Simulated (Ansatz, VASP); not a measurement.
# One calculation of GdN, two programs

File INCAR:

```
SYSTEM = GdN
PREC = Accurate
ENCUT = 600
EDIFF = 1E-6
ISMEAR = 0
SIGMA = 0.05
LREAL = .False.
LASPH = .True.
NELM = 200
ALGO = Normal
ISIF = 2
LWAVE = .False.
LCHARG = .True.
ISPIN = 2
MAGMOM = 7 0
LORBIT = 11
LMAXMIX = 6
LDAU = .True.
LDAUTYPE = 2
LDAUL = 3 -1
LDAUU = 8 0
LDAUJ = 0 0
LDAUPRINT = 1
GGA = CA
LELF = .True.
LVHAR = .True.
NBANDS = 22
GGA_COMPAT = .False.
```

The input KPOINTS:

```
regular mesh
0
Gamma
  6 6 6
  0 0 0
```

The input POSCAR:

```
GdN
1.0
    0.0000000000      2.7293320800      2.7293320800
    2.7293320800      0.0000000000      2.7293320800
    2.7293320800      2.7293320800      0.0000000000
Gd N
1 1
Direct
    0.0000000000      0.0000000000      0.0000000000
    0.2500000000      0.2500000000      0.2500000000
```

Input for Ansatz:

```yaml
crystal:
  lattice:
    - [0.0, 2.72933208, 2.72933208]
    - [2.72933208, 0.0, 2.72933208]
    - [2.72933208, 2.72933208, 0.0]
  atoms:
    - { symbol: Gd, position: [0.0, 0.0, 0.0], spin: 7.0 }
    - { symbol: "N", position: [0.25, 0.25, 0.25] }
basis:
  ecutwfc: 420
  ecutrho_ratio: 4
kpoints:
  mp_grid: { grid: [6, 6, 6] }
hamiltonian:
  xc: lda
  hubbard: { sites: [{ site: 0, l: f, u_eff: 8.0 }] }
scf:
  occupations: { method: gaussian, width: 0.05 }
  lower_state_search: "off"
  max_iter: 150
output:
  forces: true
  stress: true
  eigenvalues: true
  populations: true
  hubbard: { sites: [{ site: 0, l: f }] }
magnetization:
  spin_polarized: true
```

Alike in both runs: task single point; functional LDA; k mesh 6 × 6 × 6; occupations gaussian, width 0.05 eV; collinear spin; Hubbard terms Gd f U = 8.0 eV.

|  | VASP | Ansatz |
| --- | --- | --- |
| version | VASP 6.6.1 | Ansatz 0.2.0 |
| potentials or method | VASP PAW PBE potentials, release 64 (Gd, N), cutoff 600 eV | scalar-relativistic, plane waves, PAW |
| valence electrons in the cell | 23 | 23 |

|  | VASP | Ansatz | Ansatz less VASP |
| --- | --- | --- | --- |
| gap on the k mesh at the Fermi level (eV) | 1.49 | 1.53 | +0.043 |
| least direct gap on the mesh (eV) | 1.81 | 1.78 | -0.031 |
| pressure (GPa) | -10.5 | -10.9 | -0.40 |
| net moment per atom (μB) | 3.50 | 3.50 | 0.000 |
| size of the moment on the site where the two differ most (μB) | 0.08 | 0.10 | +0.026 |

VASP's potentials were made for PBE, not for LDA. LDA's correlation is that of Perdew and Zunger in VASP and of Perdew and Wang (1992) in Ansatz. Site moments also hang on the region over which each program counts them. The programs project onto different local orbitals, so the same U acts differently, and such runs can settle in different states.

Neither program's run includes spin-orbit coupling.
